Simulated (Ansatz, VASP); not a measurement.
## Re2C3 in VASP and in Ansatz

```
Re C
1.0
     3.92639    0.00000    0.00000
     0.00000    3.92639    0.00000
     0.00000    0.00000    3.92639
Re C
2 3
Cartesian
  1.9632 1.9632 1.9632
  0.0000 0.0000 0.0000
  1.9632 0.0000 0.0000
  0.0000 1.9632 0.0000
  0.0000 0.0000 1.9632
```

Alike in both runs: functional PBE; k mesh 4 × 4 × 4; occupations gaussian, width 0.1 eV; no spin polarisation.

Ansatz relaxed the structure, and its values are those at the end. VASP's run is a single point on that final structure, the one shown.

|  | VASP | Ansatz |
| --- | --- | --- |
| version | VASP 6.6.1 | Ansatz 0.2.0 |
| potentials or method | VASP PAW PBE potentials, release 64 (Re, C), cutoff 520 eV | scalar-relativistic, plane waves, PAW |
| valence electrons in the cell | 26 | 42 |

|  | VASP | Ansatz | Ansatz less VASP |
| --- | --- | --- | --- |
| gap on the k mesh at the Fermi level (eV) | none | none | - |
| pressure (GPa) | 2.5 | 0.0 | -2.50 |

A gap of «none» marks a metal or a gap that the smearing closes. With one functional, cell and mesh, what is left measures potentials, basis and numerics. VASP's potentials hold 26 valence electrons a cell and Ansatz's 42, so a difference there can come from the potentials and not from the codes.

The k mesh is coarse, so the values compare programs but aren't converged. Neither program's run includes spin-orbit coupling.
